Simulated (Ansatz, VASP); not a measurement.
## Ti in VASP and in Ansatz

INCAR

```
SYSTEM = Ti
PREC = Accurate
ENCUT = 400
EDIFF = 1E-8
ISMEAR = -1
SIGMA = 0.05
LREAL = .FALSE.
LASPH = .TRUE.
NELM = 120
ALGO = Normal
ISIF = 2
LWAVE = .FALSE.
LCHARG = .FALSE.
GGA = CA
LEFG = .TRUE.
NBANDS = 19
GGA_COMPAT = .FALSE.
```

Contents of KPOINTS:

```
Automatic mesh
0
G
  14 14 8
  0 0 0
```

File POSCAR:

```
Ti
1.0
    2.9499978604      0.0000000000      0.0000000000
   -1.4749989302      2.5547730882      0.0000000000
    0.0000000000      0.0000000000      4.6860000000
Ti
2
Direct
    0.3333333333      0.6666666667      0.2500000000
    0.6666666667      0.3333333333      0.7500000000
```

Input for Ansatz:

```yaml
crystal:
  lattice:
    - [2.9499978604, 0.0, 0.0]
    - [-1.4749989302, 2.5547730882, 0.0]
    - [0.0, 0.0, 4.686]
  atoms:
    - { symbol: Ti, position: [0.3333333333, 0.6666666667, 0.25] }
    - { symbol: Ti, position: [0.6666666667, 0.3333333333, 0.75] }
kpoints:
  mp_grid: { grid: [14, 14, 8] }
  band_path:
    path:
      - [0.0, 0.0, 0.0]
      - [0.5, 0.0, 0.0]
      - [0.3333333333, 0.3333333333, 0.0]
      - [0.0, 0.0, 0.0]
      - [0.0, 0.0, 0.5]
      - [0.5, 0.0, 0.5]
      - [0.3333333333, 0.3333333333, 0.5]
      - [0.0, 0.0, 0.5]
      - [0.5, 0.0, 0.5]
    npoints: 5
scf:
  occupations: { method: fermi_dirac, width: 0.05 }
hamiltonian:
  xc: lda
  pseudopotentials: { kind: paw }
output:
  forces: true
  stress: true
  eigenvalues: true
  efg: { contact_densities: true }
```

Alike in both runs: task electric field gradients; functional LDA; k mesh 14 × 14 × 8; occupations fermi-dirac, width 0.05 eV; no spin polarisation.

|  | VASP | Ansatz |
| --- | --- | --- |
| version | VASP 6.6.1 | Ansatz 0.2.0 |
| potentials or method | VASP PAW LDA potentials, release 64 (Ti_sv) | PAW with Ansatz's default frozen-core files, scalar-relativistic |
| plane-wave cutoff (eV) | 400 | 420 |
| valence electrons in the cell | 24 | 24 |

```csv
,VASP,Ansatz,Ansatz less VASP
pressure (GPa),-10.7,-9.9,+0.75
"traceless stress, the component that is largest in VASP (GPa)",-0.40,-0.42,-0.016
size of Vzz on the site where it differs most (V/Å²),17.3,18.8,+1.48
```

LDA's correlation is that of Perdew and Zunger in VASP and of Perdew and Wang (1992) in Ansatz.
